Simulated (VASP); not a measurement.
# Ge32H19N in VASP: notebook

Ge32H19N is run at these levels: PBE+D3(BJ); tasks: single point.

Program: VASP 6.6.1. These are calculated values, not measurements. Logs are shortened: lines on timing, memory, paths and dates and some standing lists are left out, and cuts for length are marked.

**1. The cell of the first run**

The cell holds a slab with vacuum, 52 atoms: a = 11.316 Å, b = 11.316 Å, c = 20.913 Å, α = 90.00°, β = 90.00°, γ = 90.00°.

**2. Single point, PBE+D3(BJ)**

Contents of INCAR:

```
PREC = Accurate ; ENCUT = 520
EDIFF = 1E-6 ; ISMEAR = 0
SIGMA = 0.03 ; LREAL = Auto
LASPH = T ; NELM = 100
ALGO = Normal ; ISIF = 2
LWAVE = F ; LCHARG = F
GGA = PE ; IVDW = 12
NBANDS = 268
```

Contents of KPOINTS:

```
regular mesh
0
Gamma
  1 1 1
```

Contents of POSCAR:

```
Ge32H19N
1.0
    8.0016200000      8.0016200000      0.0000000000
   -8.0016200000      8.0016200000      0.0000000000
    0.0000000000      0.0000000000     20.9129000000
Ge H N
32 19 1
Direct
   -0.3140265300      0.3109589600      0.3422215800
   -0.1932265300     -0.3220955700      0.3427282900
    0.0439511100     -0.0542962900      0.3643328900
    0.3120354100      0.1838665000      0.3426609500
   -0.0338037500     -0.4697666600      0.3828234500
    0.2039114100     -0.2055432800      0.3496382000
    0.4666291900      0.0315199800      0.3828993800
    0.5291078100     -0.5398707600      0.3831886300
   -0.1229138700      0.3855728000      0.3029960600
   -0.1218800900     -0.1321514600      0.2995752700
    0.1196302400      0.1168401300      0.3030793100
    0.3845050800      0.3741041200      0.3019578400
    0.1139815600     -0.3830706200      0.3033882000
    0.3796227000     -0.1136263000      0.3028374700
    0.6144460500      0.1186966500      0.3036572400
    0.6136939100     -0.3898503900      0.3047312100
   -0.0016775600      0.2515248200      0.2349168200
    0.0033902100     -0.2545517500      0.2287860900
    0.2516011500     -0.0000707800      0.2296743200
    0.5021017800      0.2479590900      0.2284534600
    0.2500573100     -0.5017031000      0.2353577600
    0.4995950900     -0.2493661700      0.2354661700
    0.7491875800     -0.0005028300      0.2346429100
    0.7499259900     -0.4988360800      0.2289605200
   -0.1250000000      0.1250000000      0.1644630000
   -0.1250000000     -0.3750000000      0.1644630000
    0.1250000000     -0.1250000000      0.1644630000
    0.3750000000      0.1250000000      0.1644630000
    0.1250000000     -0.6250000000      0.1644630000
    0.3750000000     -0.3750000000      0.1644630000
    0.6250000000     -0.1250000000      0.1644630000
    0.6250000000     -0.6250000000      0.1644630000
   -0.0489780000      0.0489780000      0.1195430000
   -0.2010220000      0.2010220000      0.1195430000
   -0.0489780000     -0.4510220000      0.1195430000
   -0.2010220000     -0.2989780000      0.1195430000
    0.2010220000     -0.2010220000      0.1195430000
    0.0489780000     -0.0489780000      0.1195430000
    0.4510220000      0.0489780000      0.1195430000
    0.2989780000      0.2010220000      0.1195430000
    0.2010220000     -0.7010220000      0.1195430000
    0.0489780000     -0.5489780000      0.1195430000
    0.4510220000     -0.4510220000      0.1195430000
    0.2989780000     -0.2989780000      0.1195430000
    0.7010220000     -0.2010220000      0.1195430000
    0.5489780000     -0.0489780000      0.1195430000
    0.7010220000     -0.7010220000      0.1195430000
    0.5489780000     -0.5489780000      0.1195430000
    0.1005542900     -0.1036277200      0.4375916800
    0.2772766100     -0.1653117600      0.4640496900
    0.1792448300     -0.2744950500      0.4671431600
    0.2014609000     -0.1979839200      0.4440084700
```

Potentials or basis: VASP PAW PBE potentials, release 64 (Ge_d, H, N).

Launch:

```sh
$ cat potpaw_PBE.64/Ge_d/POTCAR potpaw_PBE.64/H/POTCAR potpaw_PBE.64/N/POTCAR > POTCAR
$ mpirun -np 1 vasp_gam > vasp.out
```

OUTCAR:

```text
PREC = Accurate
   ENCUT = 520
   EDIFF = 1E-6
   ISMEAR = 0
   LREAL = Auto
   LASPH = T
   NELM = 100
   ISIF = 2
   GGA = PE
   IVDW = 12
 IVDW          = 12

 ion  position               nearest neighbor table
   1  0.686  0.311  0.342-  15 2.46   9 2.46   8 2.60
   2  0.807  0.678  0.343-  16 2.45  10 2.47   5 2.60
   3  0.044  0.946  0.364-  49 1.75  11 2.47  10 2.48   6 2.51
   4  0.312  0.184  0.343-  11 2.45  12 2.46   7 2.60
   5  0.966  0.530  0.383-   9 2.55  13 2.55   2 2.60
   6  0.204  0.794  0.350-  52 1.98  14 2.45  13 2.45   3 2.51
   7  0.467  0.032  0.383-  14 2.54  15 2.55   4 2.60
   8  0.529  0.460  0.383-  16 2.55  12 2.55   1 2.60
   9  0.877  0.386  0.303-   1 2.46  24 2.49  17 2.49   5 2.55
  10  0.878  0.868  0.300-   2 2.47  18 2.47   3 2.48  23 2.49
  11  0.120  0.117  0.303-   4 2.45   3 2.47  17 2.50  19 2.52
  12  0.385  0.374  0.302-   4 2.46  20 2.48  21 2.50   8 2.55
  13  0.114  0.617  0.303-   6 2.45  18 2.47  21 2.49   5 2.55
  14  0.380  0.886  0.303-   6 2.45  19 2.47  22 2.49   7 2.54
[... 35 lines left out ...]
  50  0.277  0.835  0.464-  52 1.02
  51  0.179  0.726  0.467-  52 1.02
  52  0.201  0.802  0.444-  51 1.02  50 1.02   6 1.98

  LATTYP: Found a simple tetragonal cell.
 ALAT       =    11.3159995250
 C/A-ratio  =     1.8480824388

  Lattice vectors:

 A1 = (   8.0016200000,   8.0016200000,   0.0000000000)
 A2 = (  -8.0016200000,   8.0016200000,   0.0000000000)
 A3 = (   0.0000000000,   0.0000000000,  20.9129000000)

Analysis of symmetry for initial positions (statically):
=====================================================================
 Subroutine PRICEL returns:
 Original cell was already a primitive cell.

 Routine SETGRP: Setting up the symmetry group for a
 simple tetragonal supercell.

 Subroutine GETGRP returns: Found  1 space group operations
 (whereof  1 operations were pure point group operations)
 out of a pool of 16 trial point group operations.

The static configuration has the point symmetry C_1 .

Analysis of symmetry for dynamics (positions and initial velocities):
=====================================================================
 Subroutine PRICEL returns:
 Original cell was already a primitive cell.
[... 183 lines left out ...]
   NELM   =    100;   NELMIN=  2; NELMDL= -5     # of ELM steps
   EDIFF  = 0.1E-05   stopping-criterion for ELM
   LREAL  =      T    real-space projection
   EDIFFG = 0.1E-04   stopping-criterion for IOM
   NSW    =      0    number of steps for IOM
   IBRION =     -1    ionic relax: 0-MD 1-quasi-New 2-CG
   NFREE  =      0    steps in history (QN), initial steepest desc. (CG)
   ISIF   =      2    stress and relaxation
   ISYM   =      2    0-nonsym 1-usesym 2-fastsym
   POTIM  = 0.5000    time-step for ionic-motion
   TEBEG  =    0.0;   TEEND  =   0.0 temperature during run
   PSTRESS=    0.0 pullay stress
   NELECT =     472.0000    total number of electrons
   NUPDOWN=      -1.0000    fix difference up-down
   EMIN   =  10.00;   EMAX   =-10.00  energy-range for DOS
   EFERMI =   0.00;   METHOD = LEGACY
   ISMEAR =     0;   SIGMA  =   0.03  broadening in eV -4-tet -1-fermi 0-gaus
   EFERMI_NEDOS =   21; number of points for ismear=-14 and -15
   IALGO  =     38    algorithm
   IMIX   =      4    mixing-type and parameters
     AMIX     =   0.40;   BMIX     =  1.00
     AMIX_MAG =   1.60;   BMIX_MAG =  1.00
  volume/ion in A,a.u.               =      51.50       347.53
  Fermi-wavevector in a.u.,A,eV,Ry     =   0.917886  1.734553 11.463111  0.842515
  Thomas-Fermi vector in A             =   2.042906
   LORBIT       =      0    0 simple, 1 ext, 2 COOP (PROOUT), +10 PAW based schemes
   GGA     = PE    functional components
   LHFCALC =     F    Hartree Fock is set to
   AEXX    =    0.0000 exact exchange contribution
   IVDW    =    12    specifies the selected vdW correction
   LEPSILON=     F    determine dielectric tensor
   LRPA    =     F    only Hartree local field effects (RPA)
 non-spin polarized calculation
 Gauss-broadening in eV      SIGMA  =   0.03
  energy-cutoff  :      520.00
  volume of cell :     2677.94
 maximum number of plane-waves:     35941
   NGX = 43   NGY = 43   NGZ = 77

 number of electron     471.9999730 magnetization

 Free energy of the ion-electron system (eV)
  ---------------------------------------------------
  ext. energy  EPLUGINS =         0.00000000
  ---------------------------------------------------
  free energy    TOTEN  =      -204.21342996 eV

  energy without entropy =     -204.21342996  energy(sigma->0) =     -204.21342996

 E-fermi :  -1.9840     XC(G=0):  -3.6815

 val. band max:       -2.1784951329   @ k =   0.0000   0.0000   0.0000
 cond. band min:      -1.5839556787   @ k =   0.0000   0.0000   0.0000
 fundamental gap:      0.5945394541
 Fermi energy:        -1.9840028443

 k-point     1 :       0.0000    0.0000    0.0000
  band No.  band energies     occupation
      1     -26.6340      2.00000
      2     -26.6241      2.00000
      3     -26.6189      2.00000
      4     -26.5658      2.00000
      5     -26.5629      2.00000
      6     -26.5577      2.00000
[... 240 lines left out ...]
    247       0.4365      0.00000
    248       0.4755      0.00000
 [bands above 248 left out]

------------------------ aborting loop because EDIFF is reached ----------------------------------------

 Edisp (eV)   -7.06640

 E8    (eV) :    -3.1341

  FORCE on cell =-STRESS in cart. coord.  units (eV):
  Direction    XX          YY          ZZ          XY          YZ          ZX
  --------------------------------------------------------------------------------------
  -------------------------------------------------------------------------------------
  Total      13.67978     7.43982    -0.54109     0.60386     0.12431    -0.04010
  in kB       8.18445     4.45116    -0.32373     0.36128     0.07437    -0.02399
  external pressure =        4.10 kB  Pullay stress =        0.00 kB

 VOLUME and BASIS-vectors are now :
 -----------------------------------------------------------------------------
  energy-cutoff  :      520.00
  volume of cell :     2677.94
      direct lattice vectors                 reciprocal lattice vectors
     8.001620000  8.001620000  0.000000000     0.062487346  0.062487346  0.000000000
    -8.001620000  8.001620000  0.000000000    -0.062487346  0.062487346  0.000000000
     0.000000000  0.000000000 20.912900000     0.000000000  0.000000000  0.047817376

 POSITION                                       TOTAL-FORCE (eV/Angst)
 -----------------------------------------------------------------------------------
      3.00072      7.97707      7.15685         0.004149      0.006211      0.003883
      1.03116     11.87983      7.16744         0.006723      0.005773     -0.013479
     -7.21548      7.91884      7.61926         0.004124      0.022119      0.040729
      1.02556      3.96802      7.16603         0.006034      0.000625     -0.015765
      3.48841     11.97386      8.00595         0.006981     -0.001011      0.007812
     -4.72532      7.98856      7.31195        -0.010584     -0.007583     -0.008121
[... 44 lines left out ...]
     -4.37097      7.23946      9.76932        -0.033037     -0.025060     -0.020696
     -4.80541      8.02944      9.28550         0.061236      0.035982      0.037544
 -----------------------------------------------------------------------------------
    total drift:                                0.005178      0.002931      0.012997

  FREE ENERGIE OF THE ION-ELECTRON SYSTEM (eV)
  ---------------------------------------------------
  free  energy   TOTEN  =      -211.2798297095 eV

  energy  without entropy=     -211.2798297095  energy(sigma->0) =     -211.27982971
```

Run time: 50 min. Hardware: 1 thread of Oxide Virtual Turin-like, shared host; peak memory 1.9 GiB.

What came out:

* Free energy: -211.2798 eV
* Largest force: 0.617 eV/Å
* Dispersion energy per atom: -0.136 eV

Forces in eV/Å, atoms in the order of the input:
```
Ge   0.004  0.006  0.004
Ge   0.007  0.006 -0.013
Ge   0.004  0.022  0.041
Ge   0.006  0.001 -0.016
Ge   0.007 -0.001  0.008
Ge  -0.011 -0.008 -0.008
Ge   0.006  0.007  0.011
Ge  -0.002  0.005  0.003
Ge   0.001  0.003  0.007
Ge  -0.001 -0.004  0.004
Ge   0.008  0.001 -0.018
Ge  -0.002  0.003  0.001
Ge  -0.001  0.003 -0.010
Ge  -0.001 -0.006  0.002
Ge  -0.008  0.001 -0.011
Ge   0.006  0.000 -0.013
Ge  -0.004 -0.003 -0.002
Ge   0.002 -0.004 -0.001
Ge   0.008  0.007  0.002
Ge  -0.003 -0.014  0.000
Ge  -0.004  0.000  0.000
Ge  -0.005  0.001  0.002
Ge  -0.007  0.001  0.000
Ge  -0.008 -0.003  0.002
Ge  -0.134 -0.033  0.518
Ge   0.037  0.103 -0.607
Ge  -0.043  0.054 -0.313
Ge   0.045 -0.001 -0.571
Ge   0.144  0.031  0.446
Ge  -0.142 -0.051  0.592
Ge   0.146 -0.067  0.432
Ge  -0.108  0.054 -0.494
H    0.025  0.001  0.024
H    0.082 -0.017  0.022
H   -0.085 -0.105 -0.051
H    0.116 -0.028 -0.010
H   -0.098  0.057 -0.010
H    0.046 -0.021 -0.026
H   -0.085 -0.004 -0.048
H    0.113  0.058 -0.016
H   -0.092 -0.045  0.024
H    0.013  0.005  0.028
H    0.023  0.007  0.010
H    0.090 -0.016  0.027
H   -0.092  0.010  0.025
H    0.014 -0.040  0.027
H   -0.069  0.059  0.003
H    0.053 -0.019 -0.023
H   -0.009 -0.024 -0.004
H   -0.022 -0.002 -0.014
H   -0.033 -0.025 -0.021
N    0.061  0.036  0.038
```

Caveat: the k points lie up to 0.56 Å⁻¹ apart; there is no dipole correction, which matters where the two faces differ.

**3. Single point, PBE+D3(BJ)**

Contents of INCAR:

```
SYSTEM = Ge32H19N
  PREC = Accurate
  ENCUT = 520
  EDIFF = 1E-6
  ISMEAR = 0
  SIGMA = 0.03
  LREAL = Auto
  LASPH = .True.
  NELM = 80
  ALGO = Normal
  ISIF = 2
  LWAVE = .False.
  LCHARG = .True.
  GGA = PE
  IVDW = 12
  LELF = .True.
  LVHAR = .True.
  NBANDS = 268
```

Contents of KPOINTS:

```
regular mesh
0
Gamma
  1 1 1
  0 0 0
```

Contents of POSCAR:

```
Ge32H19N
1.0
    8.0016200000      8.0016200000      0.0000000000
   -8.0016200000      8.0016200000      0.0000000000
    0.0000000000      0.0000000000     20.9129000000
Ge H N
32 19 1
Direct
   -0.3129649982      0.3132847964      0.3426049493
   -0.1878861481     -0.3178325048      0.3428340502
    0.0531949649     -0.0523347837      0.3615409258
    0.3185085195      0.1883721852      0.3427064081
   -0.0310140463     -0.4674388046      0.3827256338
    0.2121226522     -0.2122890456      0.3583377984
    0.4677450128      0.0313006603      0.3825829063
    0.5338138819     -0.5331845700      0.3829867542
   -0.1207933572      0.3859543954      0.3038977158
   -0.1189427508     -0.1268559153      0.3010686168
    0.1277068667      0.1192697651      0.3007580439
    0.3867357943      0.3811359866      0.3033083541
    0.1134716979     -0.3773298607      0.3028527182
    0.3775484692     -0.1136923098      0.3029401509
    0.6141532169      0.1212330609      0.3037388338
    0.6195813309     -0.3864634224      0.3031495793
   -0.0010438047      0.2510284304      0.2350227208
    0.0015817583     -0.2524346839      0.2284923280
    0.2527863792     -0.0019487613      0.2284147967
    0.5001530030      0.2492693063      0.2289066100
    0.2487460076     -0.4991911745      0.2357398039
    0.4993678611     -0.2488200218      0.2357431458
    0.7489781962      0.0011651295      0.2350345849
    0.7508883404     -0.5003695263      0.2289406315
   -0.1250000000      0.1250000000      0.1644630000
   -0.1250000000     -0.3750000000      0.1644630000
    0.1250000000     -0.1250000000      0.1644630000
    0.3750000000      0.1250000000      0.1644630000
    0.1250000000     -0.6250000000      0.1644630000
    0.3750000000     -0.3750000000      0.1644630000
    0.6250000000     -0.1250000000      0.1644630000
    0.6250000000     -0.6250000000      0.1644630000
   -0.0489780000      0.0489780000      0.1195430000
   -0.2010220000      0.2010220000      0.1195430000
   -0.0489780000     -0.4510220000      0.1195430000
   -0.2010220000     -0.2989780000      0.1195430000
    0.2010220000     -0.2010220000      0.1195430000
    0.0489780000     -0.0489780000      0.1195430000
    0.4510220000      0.0489780000      0.1195430000
    0.2989780000      0.2010220000      0.1195430000
    0.2010220000     -0.7010220000      0.1195430000
    0.0489780000     -0.5489780000      0.1195430000
    0.4510220000     -0.4510220000      0.1195430000
    0.2989780000     -0.2989780000      0.1195430000
    0.7010220000     -0.2010220000      0.1195430000
    0.5489780000     -0.0489780000      0.1195430000
    0.7010220000     -0.7010220000      0.1195430000
    0.5489780000     -0.5489780000      0.1195430000
    0.0152315476     -0.0142406639      0.4300398885
    0.3292785696     -0.2244322615      0.4575317038
    0.2359531819     -0.3376345028      0.4538110745
    0.2471580805     -0.2504228062      0.4432330203
```

Potentials or basis: VASP PAW PBE potentials, release 64 (Ge_d, H, N).

Launch:

```sh
$ cat potpaw_PBE.64/Ge_d/POTCAR potpaw_PBE.64/H/POTCAR potpaw_PBE.64/N/POTCAR > POTCAR
$ mpirun -np 1 vasp_gam > vasp.out
```

Wall time 48 min (1 thread of Oxide Virtual Turin-like, shared host); peak memory 1.9 GiB.

Results (log left out):

```
Free energy                : -212.3237 eV
Largest force              : 0.622 eV/Å
Dispersion energy per atom : -0.136 eV
```

Forces on the atoms (eV/Å):
```
Ge   0.007  0.001  0.001
Ge   0.005  0.002 -0.006
Ge  -0.008 -0.001  0.028
Ge   0.003 -0.005  0.000
Ge   0.007  0.000  0.010
Ge  -0.006  0.002  0.025
Ge   0.005 -0.001  0.005
Ge  -0.002  0.000 -0.010
Ge   0.002 -0.003 -0.006
Ge   0.001  0.000 -0.001
Ge   0.001 -0.003 -0.002
Ge  -0.001 -0.009  0.002
Ge   0.005  0.005  0.001
Ge  -0.002 -0.002 -0.001
Ge   0.000  0.001 -0.003
Ge  -0.004  0.012  0.008
Ge  -0.001 -0.001 -0.001
Ge   0.007  0.004 -0.009
Ge   0.001  0.000 -0.009
Ge   0.001  0.002 -0.004
Ge  -0.004  0.001 -0.003
Ge  -0.005  0.001 -0.004
Ge   0.000 -0.001 -0.003
Ge   0.005 -0.005 -0.009
Ge  -0.119  0.004  0.512
Ge   0.044  0.042 -0.577
Ge  -0.053 -0.002 -0.474
Ge   0.043 -0.057 -0.588
Ge   0.131  0.054  0.523
Ge  -0.145  0.005  0.605
Ge   0.134 -0.053  0.525
Ge  -0.128  0.001 -0.485
H    0.031  0.000  0.026
H    0.080  0.001  0.027
H   -0.080 -0.037 -0.035
H    0.096 -0.022 -0.011
H   -0.095 -0.006 -0.014
H    0.049  0.001 -0.044
H   -0.080  0.046 -0.037
H    0.095  0.021 -0.012
H   -0.066 -0.005  0.018
H    0.006  0.005  0.027
H    0.027 -0.001  0.010
H    0.083  0.001  0.020
H   -0.066  0.009  0.015
H    0.006  0.000  0.027
H   -0.066 -0.003  0.009
H    0.052  0.001 -0.028
H    0.013 -0.002 -0.023
H   -0.006  0.000  0.000
H   -0.008 -0.006  0.001
N    0.006  0.003 -0.027
```

Levels at points of the mesh, in eV from the Fermi level:
| k point | band 232 | band 233 | band 234 | band 235 | band 236 | band 237 | band 238 | band 239 | band 240 | band 241 |
| --- | --- | --- | --- | --- | --- | --- | --- | --- | --- | --- |
| (0.00, 0.00, 0.00) | -0.61 | -0.56 | -0.43 | -0.29 | -0.17 | 0.39 | 0.76 | 1.10 | 1.15 | 1.55 |

Caveat: the k points lie up to 0.56 Å⁻¹ apart; there is no dipole correction, which matters where the two faces differ.
